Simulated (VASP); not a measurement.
# Sb in VASP: single point with PBE

Aim: the single point of Sb with PBE.

All numbers are computed with VASP 6.6.1; they aren't measurements. Logs are shortened: lines on timing, memory, paths and dates and some standing lists are left out, and cuts for length are marked.

### Step 1. The cell of the first run

The cell holds a slab with vacuum, 7 atoms: a = 4.469 Å, b = 4.469 Å, c = 25.947 Å, α = 90.00°, β = 90.00°, γ = 120.00°.

### Step 2. Single point, PBE

File INCAR:

```
SYSTEM = Sb
PREC = Accurate ; ENCUT = 520
EDIFF = 1E-7 ; ISMEAR = -1
SIGMA = 0.05 ; LREAL = .FALSE.
LASPH = .TRUE. ; NELM = 60
ALGO = Normal ; ISIF = 2
LWAVE = .FALSE. ; LCHARG = .FALSE.
LDIPOL = .TRUE. ; IDIPOL = 3
DIPOL = 0.5 0.5 0.500 ; GGA = PE
NBANDS = 26
```

File KPOINTS:

```
regular mesh
0
G
  7 7 1
  0 0 0
```

File POSCAR:

```
Sb
1.0
    4.4689148571      0.0000000000      0.0000000000
   -2.2344574285      3.8701937936      0.0000000000
    0.0000000000      0.0000000000     25.9465611038
Sb
7
Direct
    0.6666666667      0.3333333333      0.2890556467
    0.3333333333      0.6666666667      0.3593704311
    0.0000000000      0.0000000000      0.4296852156
    0.6666666667      0.3333333333      0.5000000000
    0.3333333333      0.6666666667      0.5703147844
    0.0000000000      0.0000000000      0.6406295689
    0.6666666667      0.3333333333      0.7109443533
```

Potentials or basis: VASP PAW PBE potentials, release 64 (Sb).

Run with:

```
cat potpaw_PBE.64/Sb/POTCAR > POTCAR
mpirun -np 1 vasp_std > vasp.out
```

OUTCAR:

```text
SYSTEM = Sb
   PREC = Accurate
   ENCUT = 520
   EDIFF = 1E-7
   ISMEAR = -1
   LREAL = .FALSE.
   LASPH = .TRUE.
   NELM = 60
   ISIF = 2
   GGA = PE

 ion  position               nearest neighbor table
   1  0.667  0.333  0.289-   2 3.16   2 3.16   2 3.16
   2  0.333  0.667  0.359-   1 3.16   1 3.16   1 3.16   3 3.16   3 3.16   3 3.16
   3  0.000  0.000  0.430-   4 3.16   4 3.16   4 3.16   2 3.16   2 3.16   2 3.16
   4  0.667  0.333  0.500-   3 3.16   5 3.16   5 3.16   3 3.16   3 3.16   5 3.16
   5  0.333  0.667  0.570-   4 3.16   4 3.16   4 3.16   6 3.16   6 3.16   6 3.16
   6  0.000  0.000  0.641-   7 3.16   7 3.16   7 3.16   5 3.16   5 3.16   5 3.16
   7  0.667  0.333  0.711-   6 3.16   6 3.16   6 3.16

  LATTYP: Found a hexagonal cell.
 ALAT       =     4.4689148571
 C/A-ratio  =     5.8060092737

  Lattice vectors:

 A1 = (   4.4689148571,   0.0000000000,   0.0000000000)
 A2 = (  -2.2344574285,   3.8701937936,   0.0000000000)
 A3 = (   0.0000000000,   0.0000000000,  25.9465611038)

Analysis of symmetry for initial positions (statically):
=====================================================================
 Subroutine PRICEL returns:
 Original cell was already a primitive cell.

 Routine SETGRP: Setting up the symmetry group for a
 hexagonal supercell.

 Subroutine GETGRP returns: Found 12 space group operations
 (whereof  6 operations were pure point group operations)
 out of a pool of 24 trial point group operations.

The static configuration has the point symmetry C_3v.
 The point group associated with its full space group is D_3d.

Analysis of symmetry for dynamics (positions and initial velocities):
=====================================================================
 Subroutine PRICEL returns:
 Original cell was already a primitive cell.

 Routine SETGRP: Setting up the symmetry group for a
 hexagonal supercell.

 Subroutine GETGRP returns: Found 12 space group operations
 (whereof  6 operations were pure point group operations)
 out of a pool of 24 trial point group operations.

The dynamic configuration has the point symmetry C_3v.
 The point group associated with its full space group is D_3d.

 Subroutine INISYM returns: Found 12 space group operations
 (whereof  6 operations are pure point group operations),
 and found     1 'primitive' translations

----------------------------------------------------------------------------------------

                                     Primitive cell

  volume of cell :     448.7605

  direct lattice vectors                    reciprocal lattice vectors
     4.468914857  0.000000000  0.000000000     0.223767969  0.129192497  0.000000000
    -2.234457428  3.870193794  0.000000000     0.000000000  0.258384994  0.000000000
     0.000000000  0.000000000 25.946561104     0.000000000  0.000000000  0.038540753

  length of vectors
     4.468914857  4.468914857 25.946561104     0.258384994  0.258384994  0.038540753

  position of ions in fractional coordinates (direct lattice)
     0.666666667  0.333333333  0.289055647
     0.333333333  0.666666667  0.359370431
     0.000000000  0.000000000  0.429685216
     0.666666667  0.333333333  0.500000000
     0.333333333  0.666666667  0.570314784
     0.000000000  0.000000000  0.640629569
     0.666666667  0.333333333  0.710944353

  ion indices of the primitive-cell ions
   primitive index   ion index
                 1           1
                 2           2
                 3           3
                 4           4
                 5           5
                 6           6
                 7           7

----------------------------------------------------------------------------------------

 KPOINTS: regular mesh

Automatic generation of k-mesh.
 Grid dimensions read from file:
 generate k-points for:    7    7    1

 Generating k-lattice:

  Cartesian coordinates                     Fractional coordinates (reciprocal lattice)
     0.031966853  0.018456071  0.000000000     0.142857143  0.000000000  0.000000000
     0.000000000  0.036912142  0.000000000     0.000000000  0.142857143  0.000000000
     0.000000000  0.000000000  0.038540753     0.000000000  0.000000000  1.000000000

  Length of vectors
     0.036912142  0.036912142  0.038540753

  Shift w.r.t. Gamma in fractional coordinates (k-lattice)
     0.000000000  0.000000000  0.000000000

 Subroutine IBZKPT returns following result:
 ===========================================

 Found      8 irreducible k-points:

 Following reciprocal coordinates:
            Coordinates               Weight
  0.000000  0.000000  0.000000      1.000000
  0.142857  0.000000  0.000000      6.000000
  0.285714  0.000000  0.000000      6.000000
  0.428571  0.000000  0.000000      6.000000
  0.142857  0.142857  0.000000      6.000000
  0.285714  0.142857  0.000000     12.000000
  0.428571  0.142857  0.000000      6.000000
  0.285714  0.285714  0.000000      6.000000
   k-points           NKPTS =      8   k-points in BZ     NKDIM =      8   number of bands    NBANDS=     26
   number of dos      NEDOS =    301   number of ions     NIONS =      7
   total plane-waves  NPLWV = 254016
   dimension x,y,z NGX =    36 NGY =   36 NGZ =  196
   dimension x,y,z NGXF=    72 NGYF=   72 NGZF=  392
   ions per type =               7
   NGX,Y,Z   is equivalent  to a cutoff of  13.39, 13.39, 12.56 a.u.
   NGXF,Y,Z  is equivalent  to a cutoff of  26.78, 26.78, 25.12 a.u.
 SYSTEM =  Sb
   PREC   = accura    normal or accurate (medium, high low for compatibility)
   ISTART =      0    job   : 0-new  1-cont  2-samecut
   ICHARG =      2    charge: 1-file 2-atom 10-const
   ISPIN  =      1    spin polarized calculation?
   LNONCOLLINEAR =      F non collinear calculations
   LSORBIT =      F    spin-orbit coupling
   LASPH  =      T    aspherical Exc in radial PAW
   ENCUT  =  520.0 eV  38.22 Ry    6.18 a.u.   8.31  8.31 48.24*2*pi/ulx,y,z
   NELM   =     60;   NELMIN=  2; NELMDL= -5     # of ELM steps
   EDIFF  = 0.1E-06   stopping-criterion for ELM
   LREAL  =      F    real-space projection
   EDIFFG = 0.1E-05   stopping-criterion for IOM
   NSW    =      0    number of steps for IOM
   IBRION =     -1    ionic relax: 0-MD 1-quasi-New 2-CG
   NFREE  =      0    steps in history (QN), initial steepest desc. (CG)
   ISIF   =      2    stress and relaxation
   ISYM   =      2    0-nonsym 1-usesym 2-fastsym
   POTIM  = 0.5000    time-step for ionic-motion
   TEBEG  =    0.0;   TEEND  =   0.0 temperature during run
   PSTRESS=    0.0 pullay stress
   NELECT =      35.0000    total number of electrons
   NUPDOWN=      -1.0000    fix difference up-down
   EMIN   =  10.00;   EMAX   =-10.00  energy-range for DOS
   EFERMI =   0.00;   METHOD = LEGACY
   ISMEAR =    -1;   SIGMA  =   0.05  broadening in eV -4-tet -1-fermi 0-gaus
   EFERMI_NEDOS =   21; number of points for ismear=-14 and -15
   IALGO  =     38    algorithm
   IMIX   =      4    mixing-type and parameters
     AMIX     =   0.40;   BMIX     =  1.00
     AMIX_MAG =   1.60;   BMIX_MAG =  1.00
  volume/ion in A,a.u.               =      64.11       432.63
  Fermi-wavevector in a.u.,A,eV,Ry     =   0.699454  1.321777  6.656463  0.489236
  Thomas-Fermi vector in A             =   1.783338
   LORBIT       =      0    0 simple, 1 ext, 2 COOP (PROOUT), +10 PAW based schemes
   GGA     = PE    functional components
   LHFCALC =     F    Hartree Fock is set to
   AEXX    =    0.0000 exact exchange contribution
   IVDW    =     0    specifies the selected vdW correction
   LEPSILON=     F    determine dielectric tensor
   LRPA    =     F    only Hartree local field effects (RPA)
 non-spin polarized calculation
  energy-cutoff  :      520.00
  volume of cell :      448.76
 maximum number of plane-waves:     12125
 NGX is ok and might be reduce to    36
   NGX = 17   NGY = 17   NGZ = 97

 dipolmoment           0.000000      0.000000     -0.000000 electrons x Angstroem

 number of electron      35.0000002 magnetization

 dipolmoment           0.000000      0.000000      0.000000 electrons x Angstroem

 Free energy of the ion-electron system (eV)
  ---------------------------------------------------
  ext. energy  EPLUGINS =         0.00000000
  ---------------------------------------------------
  free energy    TOTEN  =       -27.12789195 eV

  energy without entropy =      -27.04378742  energy(sigma->0) =      -27.08583969

 E-fermi :   0.7983     XC(G=0):  -5.2689

 val. band max:        0.7686841545   @ k =   0.2857   0.1429   0.0000
 cond. band min:       0.8275465021   @ k =   0.2857   0.2857   0.0000
 fundamental gap:      0.0588623476
 Fermi energy:         0.7982615231

 k-point     1 :       0.0000    0.0000    0.0000
  band No.  band energies     occupation
      1     -10.9262      2.00000
      2     -10.3651      2.00000
      3      -9.4982      2.00000
      4      -8.3766      2.00000
      5      -7.0596      2.00000
      6      -5.6694      2.00000
[... 18 lines left out ...]
     25       2.6822      0.00000
     26       3.3734      0.00000

 k-point     2 :       0.1429    0.0000    0.0000
  band No.  band energies     occupation
      1     -10.7434      2.00000
      2     -10.1917      2.00000
      3      -9.3455      2.00000
      4      -8.2653      2.00000
      5      -7.0357      2.00000
      6      -5.8293      2.00000
[... 18 lines left out ...]
     25       3.2393      0.00000
[... 144 lines left out ...]
     25       4.2743      0.00000
     26       4.4754      0.00000

 k-point     8 :       0.2857    0.2857    0.0000
  band No.  band energies     occupation
      1      -8.8730      2.00000
      2      -8.5427      2.00000
      3      -8.1944      2.00000
      4      -7.9611      2.00000
      5      -7.7963      2.00000
      6      -7.5069      2.00000
[... 18 lines left out ...]
     25       4.3917      0.00000
     26       5.2422      0.00000

------------------------ aborting loop because EDIFF is reached ----------------------------------------

 vacuum level on the upper side and lower side of the slab       (xc-potential included)        -0.078        -0.078

  FORCE on cell =-STRESS in cart. coord.  units (eV):
  Direction    XX          YY          ZZ          XY          YZ          ZX
  --------------------------------------------------------------------------------------
  -------------------------------------------------------------------------------------
  Total       -6.8432378     -6.8432378     -3.5547291     -0.0000000     -0.0000000     -0.0000000
  in kB      -24.4319209    -24.4319209    -12.6911942     -0.0000000     -0.0000000     -0.0000000
  external PRESSURE =     -20.5183453 kB  Pullay stress =       0.0000000 kB

 VOLUME and BASIS-vectors are now :
 -----------------------------------------------------------------------------
  energy-cutoff  :      520.00
  volume of cell :      448.76
      direct lattice vectors                 reciprocal lattice vectors
     4.468914857  0.000000000  0.000000000     0.223767969  0.129192497  0.000000000
    -2.234457428  3.870193794  0.000000000     0.000000000  0.258384994  0.000000000
     0.000000000  0.000000000 25.946561104     0.000000000  0.000000000  0.038540753

 POSITION                                       TOTAL-FORCE (eV/Angst)
 -----------------------------------------------------------------------------------
      2.23446      1.29006      7.50000         0.000000     -0.000000      0.867643
     -0.00000      2.58013      9.32443        -0.000000      0.000000     -1.037996
      0.00000      0.00000     11.14885        -0.000000      0.000000      0.448867
      2.23446      1.29006     12.97328        -0.000000     -0.000000     -0.000000
     -0.00000      2.58013     14.79771         0.000000     -0.000000     -0.448867
      0.00000      0.00000     16.62213         0.000000     -0.000000      1.037996
      2.23446      1.29006     18.44656        -0.000000     -0.000000     -0.867643
 -----------------------------------------------------------------------------------
    total drift:                               -0.000000      0.000000     -0.000000

  FREE ENERGIE OF THE ION-ELECTRON SYSTEM (eV)
  ---------------------------------------------------
  free  energy   TOTEN  =       -27.1278919549 eV

  energy  without entropy=      -27.0437874171  energy(sigma->0) =      -27.08583969

 vacuum level on the upper side and lower side of the slab         5.334         5.334
```

Wall time 2.9 min (1 thread of AMD EPYC 7R43 (Zen 3), shared host); peak memory 0.5 GiB.

What came out:

| Property | Result |
| --- | --- |
| Free energy | -27.1279 eV |
| Largest force | 1.038 eV/Å |

Forces in eV/Å, atoms in the order of the input:
```
Sb   0.000  0.000  0.868
Sb   0.000  0.000 -1.038
Sb   0.000  0.000  0.449
Sb   0.000  0.000  0.000
Sb   0.000  0.000 -0.449
Sb   0.000  0.000  1.038
Sb   0.000  0.000 -0.868
```

Levels at points of the mesh, in eV from the Fermi level:
```tsv
k point	band 15	band 16	band 17	band 18	band 19	band 20
(0.00, 0.00, 0.00)	-0.70	-0.37	-0.04	-0.04	0.11	0.73
```

Caveat: spin-orbit coupling is left out, which moves the levels of the heavy elements.
